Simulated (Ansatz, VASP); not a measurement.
# PbSe in VASP and in Ansatz

```
Pb Se
1.0
     2.70251   -2.70424    0.00000
     2.70251    2.70424    0.00000
     0.00000    0.00000    5.96844
Pb Se
2 2
Direct
  0.75000 0.75000 0.41240
  0.00000 0.00000 0.00000
  0.25000 0.25000 0.58760
  0.50000 0.50000 0.00000
```

Alike in both runs: task single point; functional PBE; k mesh 4 × 4 × 4; occupations gaussian, width 0.1 eV; no spin polarisation.

|  | VASP | Ansatz |
| --- | --- | --- |
| version | VASP 6.6.1 | Ansatz 0.2.0 |
| potentials or method | VASP PAW PBE potentials, release 64 (Pb_d, Se), cutoff 520 eV | scalar-relativistic, plane waves, PAW |
| valence electrons in the cell | 40 | 60 |

```tsv
	VASP	Ansatz	Ansatz less VASP
gap on the k mesh at the Fermi level (eV)	none	none	-
rms of the force components (eV/Å)	0.848	0.849	+0.0003
```

Atom by atom the forces differ by 0.002 eV/Å (rms over components). A gap of «none» marks a metal or a gap that the smearing closes. VASP's potentials hold 40 valence electrons a cell and Ansatz's 60, so a difference there can come from the potentials and not from the codes.

The k mesh is coarse, so the values compare programs but aren't converged. Neither program's run includes spin-orbit coupling.
